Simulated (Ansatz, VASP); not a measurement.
## Two plane-wave programs on Zn

INCAR

```
SYSTEM = Zn
PREC     = Accurate       ! precision mode
ENCUT    = 520            ! plane-wave cutoff, eV
EDIFF    = 1E-7           ! SCF threshold, eV
ISMEAR   = 0              ! smearing method
SIGMA    = 0.15           ! smearing width, eV
LREAL    = .False.        ! projectors in reciprocal space
LASPH    = .True.         ! aspherical terms in the spheres
NELM     = 100            ! most SCF steps
ALGO     = Fast           ! electronic algorithm
ISIF     = 2              ! what is computed and relaxed
LWAVE    = .False.        ! write WAVECAR
LCHARG   = .False.        ! write CHGCAR
GGA      = PE             ! functional
NBANDS   = 19             ! bands
```

KPOINTS

```
Automatic mesh
0
Gamma
  24 24 10
  0 0 0
```

File POSCAR:

```
Zn
1.0
    2.4516142089      0.0000000000      0.0000000000
   -1.2258071045      2.1231601852      0.0000000000
    0.0000000000      0.0000000000      5.1445680000
Zn
2
Direct
    0.3333333333      0.6666666667      0.2500000000
    0.6666666667      0.3333333333      0.7500000000
```

Input for Ansatz:

```yaml
crystal:
  lattice:
    - [2.4516142089, 0.0, 0.0]
    - [-1.2258071045, 2.1231601852, 0.0]
    - [0.0, 0.0, 5.144568]
  atoms:
    - { symbol: Zn, position: [0.3333333333, 0.6666666667, 0.25] }
    - { symbol: Zn, position: [0.6666666667, 0.3333333333, 0.75] }
basis:
  ecutwfc: 420
kpoints:
  mp_grid: { grid: [24, 24, 10] }
hamiltonian:
  xc: pbe
scf:
  occupations: { method: gaussian, width: 0.15 }
output:
  forces: true
  stress: true
  eigenvalues: true
```

Change from the starting cell: strain -0.080 along x and y, +0.040 along z, atoms carried along.

Alike in both runs: task single point; functional PBE; k mesh 24 × 24 × 10; occupations gaussian, width 0.15 eV; no spin polarisation.

|  | VASP | Ansatz |
| --- | --- | --- |
| version | VASP 6.6.1 | Ansatz 0.2.0 |
| potentials or method | VASP PAW PBE potentials, release 64 (Zn), cutoff 520 eV | scalar-relativistic, plane waves, PAW |
| valence electrons in the cell | 24 | 24 |

Ansatz gave:

```
gap on the k mesh at the Fermi level (eV)                     : none
pressure (GPa)                                                : 18.9
traceless stress, the component that is largest in VASP (GPa) : -11.79
```

Question: What did VASP give for the same quantities?

Answer: gap on the k mesh at the Fermi level (eV): none; pressure (GPa): 19.5; traceless stress, the component that is largest in VASP (GPa): -12.21.

A gap of «none» marks a metal or a gap that the smearing closes.
